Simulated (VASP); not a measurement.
The system is PtS2.

```
CELL_PARAMETERS angstrom
3.55262 0.00000 0.00000
-1.77631 3.07666 0.00000
0.00000 0.00000 5.12283
ATOMIC_POSITIONS crystal
Pt 0.00000 0.00000 0.00000
S 0.33333 0.66667 0.23925
S 0.66667 0.33333 0.76075
```

Base run:

```yaml
Program: VASP 6.6.1
Functional: PBE
Potentials_or_basis: VASP PAW PBE potentials, release 64 (Pt, S)
Cutoff: 500 eV
k_mesh: 6 × 6 × 4
Occupations: gaussian, width 0.01 eV
Spin: no spin polarisation
```

Its results: band gap on the k mesh 0.85 eV, indirect (least direct gap 1.42 eV); pressure 3.2 GPa; largest force 0.026 eV/Å.

**Question.** The run is repeated on the same cell with these changes: functional from PBE to PBEsol. What comes out?

**Answer.** Band gap on the k mesh 0.79 eV, indirect (least direct gap 1.36 eV); pressure -1.6 GPa; largest force 0.231 eV/Å.

PBEsol binds more tightly than PBE, so the same cell stands under less pressure.

Caveats: spin-orbit coupling is left out, which moves the levels of the heavy elements; the PAW data sets were made with another functional, which shifts forces and pressure a little (some runs).

A k mesh can miss the band edges.
